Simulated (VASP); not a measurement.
# Tl (Im-3m) in VASP: notebook

The runs below take Tl through single point, with PBE.

Everything below comes from runs of VASP 6.6.1. Logs are shortened: lines on timing, memory, paths and dates and some standing lists are left out, and cuts for length are marked.

## 1. The cell of the first run

Symmetry: Im-3m, No. 229, cubic system. Conventional cell: a = 3.693 Å, b = 3.693 Å, c = 3.693 Å, α = 90.00°, β = 90.00°, γ = 90.00°. Tl (site symmetry m-3m) has 14 Tl at 3.20 to 3.69 Å within 4.2 Å.

## 2. Single point, PBE (volume scaled by 0.8)

The input, INCAR:

```
ALGO = Normal ; EDIFF = 1E-6
ENCUT = 520 ; GGA = PE
ISIF = 2 ; ISMEAR = -1
LASPH = T ; LCHARG = F
LREAL = F ; LWAVE = F
NBANDS = 12 ; NELM = 80
PREC = Accurate ; SIGMA = 0.08
```

The input, KPOINTS:

```
k-points
0
Gamma
  15 15 15
```

The input, POSCAR:

```
Tl
1.0
   -1.8467388371      1.8467388371      1.8467388371
    1.8467388371     -1.8467388371      1.8467388371
    1.8467388371      1.8467388371     -1.8467388371
Tl
1
Direct
    0.0000000000      0.0000000000      0.0000000000
```

Potentials or basis: VASP PAW PBE potentials, release 64 (Tl_d).

Launch:

```
cat potpaw_PBE.64/Tl_d/POTCAR > POTCAR
mpirun -np 1 vasp_std > vasp.out
```

OUTCAR:

```text
EDIFF = 1E-6
   ENCUT = 520
   GGA = PE
   ISIF = 2
   ISMEAR = -1
   LASPH = T
   LREAL = F
   NELM = 80
   PREC = Accurate

 ion  position               nearest neighbor table
   1  0.000  0.000  0.000-

  LATTYP: Found a body centered cubic cell.
 ALAT       =     3.6934776742

  Lattice vectors:

 A1 = (  -1.8467388371,   1.8467388371,   1.8467388371)
 A2 = (   1.8467388371,  -1.8467388371,   1.8467388371)
 A3 = (   1.8467388371,   1.8467388371,  -1.8467388371)

Analysis of symmetry for initial positions (statically):
=====================================================================
 Subroutine PRICEL returns:
 Original cell was already a primitive cell.

 Routine SETGRP: Setting up the symmetry group for a
 body centered cubic supercell.

 Subroutine GETGRP returns: Found 48 space group operations
 (whereof 48 operations were pure point group operations)
 out of a pool of 48 trial point group operations.

The static configuration has the point symmetry O_h .

Analysis of symmetry for dynamics (positions and initial velocities):
=====================================================================
 Subroutine PRICEL returns:
 Original cell was already a primitive cell.

 Routine SETGRP: Setting up the symmetry group for a
 body centered cubic supercell.

 Subroutine GETGRP returns: Found 48 space group operations
 (whereof 48 operations were pure point group operations)
 out of a pool of 48 trial point group operations.

The dynamic configuration has the point symmetry O_h .

 Subroutine INISYM returns: Found 48 space group operations
 (whereof 48 operations are pure point group operations),
 and found     1 'primitive' translations

----------------------------------------------------------------------------------------

                                     Primitive cell

  volume of cell :      25.1928

  direct lattice vectors                    reciprocal lattice vectors
    -1.846738837  1.846738837  1.846738837     0.000000000  0.270747542  0.270747542
     1.846738837 -1.846738837  1.846738837     0.270747542  0.000000000  0.270747542
     1.846738837  1.846738837 -1.846738837     0.270747542  0.270747542  0.000000000

  length of vectors
     3.198645494  3.198645494  3.198645494     0.382894845  0.382894845  0.382894845

  position of ions in fractional coordinates (direct lattice)
     0.000000000  0.000000000  0.000000000

  ion indices of the primitive-cell ions
   primitive index   ion index
                 1           1

----------------------------------------------------------------------------------------

 KPOINTS: k-points

Automatic generation of k-mesh.
 Grid dimensions read from file:
 generate k-points for:   15   15   15

 Generating k-lattice:

  Cartesian coordinates                     Fractional coordinates (reciprocal lattice)
     0.000000000  0.018049836  0.018049836     0.066666667  0.000000000  0.000000000
     0.018049836  0.000000000  0.018049836     0.000000000  0.066666667  0.000000000
     0.018049836  0.018049836  0.000000000     0.000000000  0.000000000  0.066666667

  Length of vectors
     0.025526323  0.025526323  0.025526323

  Shift w.r.t. Gamma in fractional coordinates (k-lattice)
     0.000000000  0.000000000  0.000000000

 Subroutine IBZKPT returns following result:
 ===========================================

 Found    120 irreducible k-points:

 Following reciprocal coordinates:
            Coordinates               Weight
  0.000000  0.000000  0.000000      1.000000
  0.066667  0.000000  0.000000     12.000000
  0.133333  0.000000  0.000000     12.000000
  0.200000  0.000000  0.000000     12.000000
  0.266667  0.000000  0.000000     12.000000
  0.333333  0.000000  0.000000     12.000000
[... 16 lines left out ...]
  0.333333  0.200000  0.000000     48.000000
  0.400000  0.200000  0.000000     24.000000
 [... further k-points ...]
   k-points           NKPTS =    120   k-points in BZ     NKDIM =    120   number of bands    NBANDS=     12
   number of dos      NEDOS =    301   number of ions     NIONS =      1
   total plane-waves  NPLWV =  13824
   dimension x,y,z NGX =    24 NGY =   24 NGZ =   24
   dimension x,y,z NGXF=    48 NGYF=   48 NGZF=   48
   ions per type =               1
   NGX,Y,Z   is equivalent  to a cutoff of  12.47, 12.47, 12.47 a.u.
   NGXF,Y,Z  is equivalent  to a cutoff of  24.95, 24.95, 24.95 a.u.
 SYSTEM =  unknown system
   PREC   = accura    normal or accurate (medium, high low for compatibility)
   ISTART =      0    job   : 0-new  1-cont  2-samecut
   ICHARG =      2    charge: 1-file 2-atom 10-const
   ISPIN  =      1    spin polarized calculation?
   LNONCOLLINEAR =      F non collinear calculations
   LSORBIT =      F    spin-orbit coupling
   LASPH  =      T    aspherical Exc in radial PAW
   ENCUT  =  520.0 eV  38.22 Ry    6.18 a.u.   5.95  5.95  5.95*2*pi/ulx,y,z
   NELM   =     80;   NELMIN=  2; NELMDL= -5     # of ELM steps
   EDIFF  = 0.1E-05   stopping-criterion for ELM
   LREAL  =      F    real-space projection
   EDIFFG = 0.1E-04   stopping-criterion for IOM
   NSW    =      0    number of steps for IOM
   IBRION =     -1    ionic relax: 0-MD 1-quasi-New 2-CG
   NFREE  =      0    steps in history (QN), initial steepest desc. (CG)
   ISIF   =      2    stress and relaxation
   ISYM   =      2    0-nonsym 1-usesym 2-fastsym
   POTIM  = 0.5000    time-step for ionic-motion
   TEBEG  =    0.0;   TEEND  =   0.0 temperature during run
   PSTRESS=    0.0 pullay stress
   NELECT =      13.0000    total number of electrons
   NUPDOWN=      -1.0000    fix difference up-down
   EMIN   =  10.00;   EMAX   =-10.00  energy-range for DOS
   EFERMI =   0.00;   METHOD = LEGACY
   ISMEAR =    -1;   SIGMA  =   0.08  broadening in eV -4-tet -1-fermi 0-gaus
   EFERMI_NEDOS =   21; number of points for ismear=-14 and -15
   IALGO  =     38    algorithm
   IMIX   =      4    mixing-type and parameters
     AMIX     =   0.40;   BMIX     =  1.00
     AMIX_MAG =   1.60;   BMIX_MAG =  1.00
  volume/ion in A,a.u.               =      25.19       170.01
  Fermi-wavevector in a.u.,A,eV,Ry     =   1.313098  2.481395 23.459523  1.724226
  Thomas-Fermi vector in A             =   2.443444
   LORBIT       =      0    0 simple, 1 ext, 2 COOP (PROOUT), +10 PAW based schemes
   GGA     = PE    functional components
[... 5 lines left out ...]
 non-spin polarized calculation
  energy-cutoff  :      520.00
  volume of cell :       25.19
 maximum number of plane-waves:       690
   NGX = 11   NGY = 11   NGZ = 11

 number of electron      13.0000004 magnetization

 Free energy of the ion-electron system (eV)
  ---------------------------------------------------
  ext. energy  EPLUGINS =         0.00000000
  ---------------------------------------------------
  free energy    TOTEN  =        -2.06104494 eV

  energy without entropy =       -2.05063408  energy(sigma->0) =       -2.05583951

 E-fermi :   8.1072     XC(G=0): -10.8434

 val. band max:        8.0731666099   @ k =  -0.4000  -0.4667   0.2667
 cond. band min:       8.1609577792   @ k =   0.2000   0.2000   0.1333
 fundamental gap:      0.0877911693
 Fermi energy:         8.1071534229

 k-point     1 :       0.0000    0.0000    0.0000
  band No.  band energies     occupation
      1      -3.9003      2.00000
      2      -3.9003      2.00000
      3      -3.9003      2.00000
      4      -3.3210      2.00000
      5      -3.3210      2.00000
      6      -2.9667      2.00000
      7      20.3098      0.00000
      8      20.3098      0.00000
      9      20.3098      0.00000
     10      20.6178      0.00000
     11      20.6178      0.00000
     12      20.6178      0.00000

 k-point     2 :       0.0667    0.0000    0.0000
  band No.  band energies     occupation
      1      -3.9118      2.00000
      2      -3.8939      2.00000
      3      -3.8625      2.00000
      4      -3.3339      2.00000
      5      -3.3209      2.00000
      6      -2.8524      2.00000
      7      18.9929      0.00000
      8      19.8546      0.00000
      9      19.9031      0.00000
     10      20.4128      0.00000
     11      20.5937      0.00000
     12      20.6895      0.00000

 k-point     3 :       0.1333    0.0000    0.0000
  band No.  band energies     occupation
      1      -3.9440      2.00000
      2      -3.8904      2.00000
      3      -3.7537      2.00000
      4      -3.3670      2.00000
      5      -3.3206      2.00000
      6      -2.4969      2.00000
      7      16.5241      0.00000
      8      18.8126      0.00000
      9      18.9467      0.00000
     10      20.0829      0.00000
     11      20.5316      0.00000
     12      21.0837      0.00000
[... 286 lines left out ...]
 k-point    23 :       0.3333    0.2000    0.0000
  band No.  band energies     occupation
      1      -4.1176      2.00000
      2      -3.8988      2.00000
      3      -3.4338      2.00000
      4      -3.3672      2.00000
      5      -3.1413      2.00000
      6       2.6902      2.00000
      7       6.7309      2.00000
      8      10.6391      0.00000
      9      15.1189      0.00000
     10      20.9074      0.00000
     11      23.0119      0.00000
     12      24.5816      0.00000

 k-point    24 :       0.4000    0.2000    0.0000
  band No.  band energies     occupation
      1      -4.1252      2.00000
      2      -3.9063      2.00000
      3      -3.4347      2.00000
      4      -3.3549      2.00000
      5      -3.1185      2.00000
      6       3.4812      2.00000
      7       5.7956      2.00000
      8      10.4510      0.00000
      9      15.0160      0.00000
     10      20.8807      0.00000
     11      23.7099      0.00000
     12      24.0930      0.00000

 [... further k-points ...]
[... 5 lines left out ...]
  --------------------------------------------------------------------------------------
  -------------------------------------------------------------------------------------
  Total        1.6577049      1.6577049      1.6577049      0.0000000     -0.0000000      0.0000000
  in kB      105.4244552    105.4244552    105.4244552      0.0000000     -0.0000000      0.0000000
  external PRESSURE =     105.4244552 kB  Pullay stress =       0.0000000 kB

 VOLUME and BASIS-vectors are now :
 -----------------------------------------------------------------------------
  energy-cutoff  :      520.00
  volume of cell :       25.19
      direct lattice vectors                 reciprocal lattice vectors
    -1.846738837  1.846738837  1.846738837     0.000000000  0.270747542  0.270747542
     1.846738837 -1.846738837  1.846738837     0.270747542  0.000000000  0.270747542
     1.846738837  1.846738837 -1.846738837     0.270747542  0.270747542  0.000000000

 POSITION                                       TOTAL-FORCE (eV/Angst)
 -----------------------------------------------------------------------------------
      0.00000      0.00000      0.00000         0.000000      0.000000      0.000000
 -----------------------------------------------------------------------------------
    total drift:                               -0.000000      0.000000     -0.000000

  FREE ENERGIE OF THE ION-ELECTRON SYSTEM (eV)
  ---------------------------------------------------
  free  energy   TOTEN  =        -2.0610449417 eV

  energy  without entropy=       -2.0506340836  energy(sigma->0) =       -2.05583951
```

Wall time 12 s (1 thread of Intel Xeon Platinum 8488C (Sapphire Rapids), shared host); peak memory 0.16 GiB.

Results:

```
Free energy : -2.0610 eV
Pressure    : 10.5 GPa
```

Caveat: the cell differs from its parent crystal (volume scaled by 0.8); spin-orbit coupling is left out, which moves the levels of the heavy elements.

## 3. Single point, PBE (volume scaled by 0.9)

The input, INCAR:

```
SYSTEM = Tl
ALGO     = Normal         ! electronic algorithm
EDIFF    = 1E-6           ! SCF threshold, eV
ENCUT    = 520            ! plane-wave cutoff, eV
GGA      = PE             ! functional
ISIF     = 2              ! what is computed and relaxed
ISMEAR   = -1             ! smearing method
LASPH    = .TRUE.         ! aspherical terms in the spheres
LCHARG   = .FALSE.        ! write CHGCAR
LREAL    = .FALSE.        ! projectors in reciprocal space
LWAVE    = .FALSE.        ! write WAVECAR
NBANDS   = 12             ! bands
NELM     = 60             ! most SCF steps
PREC     = Accurate       ! precision mode
SIGMA    = 0.08           ! smearing width, eV
```

The input, KPOINTS:

```
k-points
0
G
  15 15 15
  0 0 0
```

The input, POSCAR:

```
Tl
1.0
   -1.9206857902      1.9206857902      1.9206857902
    1.9206857902     -1.9206857902      1.9206857902
    1.9206857902      1.9206857902     -1.9206857902
Tl
1
Direct
    0.0000000000      0.0000000000      0.0000000000
```

Potentials or basis: VASP PAW PBE potentials, release 64 (Tl_d).

Launch:

```
cat potpaw_PBE.64/Tl_d/POTCAR > POTCAR
mpirun -np 1 vasp_std > vasp.out
```

OUTCAR:

```text
SYSTEM = Tl
   EDIFF = 1E-6
   ENCUT = 520
   GGA = PE
   ISIF = 2
   ISMEAR = -1
   LASPH = .TRUE.
   LREAL = .FALSE.
   NELM = 60
   PREC = Accurate

 ion  position               nearest neighbor table
   1  0.000  0.000  0.000-

  LATTYP: Found a body centered cubic cell.
 ALAT       =     3.8413715804

  Lattice vectors:

 A1 = (  -1.9206857902,   1.9206857902,   1.9206857902)
 A2 = (   1.9206857902,  -1.9206857902,   1.9206857902)
 A3 = (   1.9206857902,   1.9206857902,  -1.9206857902)

Analysis of symmetry for initial positions (statically):
[... 529 lines left out ...]
      5      -4.4228      2.00000
      6       2.0240      2.00000
      7       4.8097      2.00000
      8       8.9366      0.00000
      9      13.1819      0.00000
     10      18.6445      0.00000
     11      21.6463      0.00000
     12      21.6774      0.00000

 [... further k-points ...]
[... 5 lines left out ...]
  --------------------------------------------------------------------------------------
  -------------------------------------------------------------------------------------
  Total        0.6291899      0.6291899      0.6291899      0.0000000      0.0000000      0.0000000
  in kB       35.5683186     35.5683186     35.5683186      0.0000000      0.0000000      0.0000000
  external PRESSURE =      35.5683186 kB  Pullay stress =       0.0000000 kB

 VOLUME and BASIS-vectors are now :
 -----------------------------------------------------------------------------
  energy-cutoff  :      520.00
  volume of cell :       28.34
      direct lattice vectors                 reciprocal lattice vectors
    -1.920685790  1.920685790  1.920685790     0.000000000  0.260323684  0.260323684
     1.920685790 -1.920685790  1.920685790     0.260323684  0.000000000  0.260323684
     1.920685790  1.920685790 -1.920685790     0.260323684  0.260323684  0.000000000

 POSITION                                       TOTAL-FORCE (eV/Angst)
 -----------------------------------------------------------------------------------
      0.00000      0.00000      0.00000        -0.000000      0.000000      0.000000
 -----------------------------------------------------------------------------------
    total drift:                               -0.000000     -0.000000     -0.000000

  FREE ENERGIE OF THE ION-ELECTRON SYSTEM (eV)
  ---------------------------------------------------
  free  energy   TOTEN  =        -2.1940053566 eV

  energy  without entropy=       -2.1828110341  energy(sigma->0) =       -2.18840820
```

It took 24 s on 1 thread of Intel Xeon Platinum 8488C (Sapphire Rapids), shared host; peak memory 0.18 GiB.

Results:

| Property | Result |
| --- | --- |
| Free energy | -2.1940 eV |
| Pressure | 3.6 GPa |

Caveat: the cell differs from its parent crystal (volume scaled by 0.9); spin-orbit coupling is left out, which moves the levels of the heavy elements.

## 4. Single point, PBE (volume scaled by 0.9)

The input, INCAR:

```
PREC     = Accurate       # precision mode
ENCUT    = 520            # plane-wave cutoff, eV
EDIFF    = 1E-6           # SCF threshold, eV
ISMEAR   = -1             # smearing method
SIGMA    = 0.08           # smearing width, eV
LREAL    = F              # projectors in reciprocal space
LASPH    = T              # aspherical terms in the spheres
NELM     = 100            # most SCF steps
ALGO     = Normal         # electronic algorithm
ISIF     = 2              # what is computed and relaxed
LWAVE    = F              # write WAVECAR
LCHARG   = F              # write CHGCAR
GGA      = PE             # functional
NBANDS   = 12             # bands
```

The input, KPOINTS:

```
Automatic mesh
0
Gamma
  15 15 15
```

POSCAR is that of step 3.

Launch:

```
cat potpaw_PBE.64/Tl_d/POTCAR > POTCAR
mpirun -np 1 vasp_std > vasp.out
```

It took 29 s on 1 thread of Intel Xeon Platinum 8488C (Sapphire Rapids), shared host; peak memory 0.18 GiB.

It converged, with:

- Free energy: -2.1940 eV
- Pressure: 3.6 GPa

Levels at points of the mesh, in eV from the Fermi level:
```csv
k point,band 3,band 4,band 5,band 6,band 7,band 8,band 9,band 10
"(0.00, 0.00, 0.00)",-11.76,-11.32,-11.32,-10.17,10.88,10.88,10.88,12.30
```

Caveat: the cell differs from its parent crystal (volume scaled by 0.9); spin-orbit coupling is left out, which moves the levels of the heavy elements.

## 5. Single point, PBE

This run uses another cell than the first one, of 31.49 Å³/atom, 1.250 times its volume.

The input, INCAR:

```
ALGO = Normal ; EDIFF = 1E-7
ENCUT = 520 ; GGA = PE
ISIF = 2 ; ISMEAR = -1
LASPH = True ; LCHARG = False
LREAL = False ; LWAVE = False
NBANDS = 12 ; NELM = 80
PREC = Accurate ; SIGMA = 0.08
```

The input, KPOINTS:

```
k-points
0
Gamma
  15 15 15
```

The input, POSCAR:

```
Tl
1.0
   -1.9893391070      1.9893391070      1.9893391070
    1.9893391070     -1.9893391070      1.9893391070
    1.9893391070      1.9893391070     -1.9893391070
Tl
1
Direct
    0.0000000000      0.0000000000      0.0000000000
```

Launch:

```
cat potpaw_PBE.64/Tl_d/POTCAR > POTCAR
mpirun -np 1 vasp_std > vasp.out
```

It took 23 s on 1 thread of Intel Xeon Platinum 8488C (Sapphire Rapids), shared host; peak memory 0.18 GiB.

The run converged. Its results:

```
Free energy : -2.2259 eV
Pressure    : -0.1 GPa
```

Levels at points of the mesh, in eV from the Fermi level:
```
           k point  band 4  band 5  band 6  band 7  band 8  band 9
(0.00, 0.00, 0.00)  -11.26  -11.26   -9.47    9.80    9.80    9.80
```

Caveat: spin-orbit coupling is left out, which moves the levels of the heavy elements.

## 6. Summary

```tsv
cell	gap on the mesh (eV)	pressure (GPa)
a = 3.199 Å, angles 109.5°, 1 atom	none	10.5
a = 3.327 Å, angles 109.5°, 1 atom	none	3.6
a = 3.446 Å, angles 109.5°, 1 atom	none	-0.1
```

Alike in all rows: task single point; level PBE; potentials or basis VASP PAW PBE potentials, release 64 (Tl_d); no spin polarisation; k mesh 15 × 15 × 15; cutoff (eV) 520; smearing fermi-dirac 0.08 eV.

Caveats: spin-orbit coupling is left out, which moves the levels of the heavy elements.

Absolute energies hang on the potentials; compare differences alone.
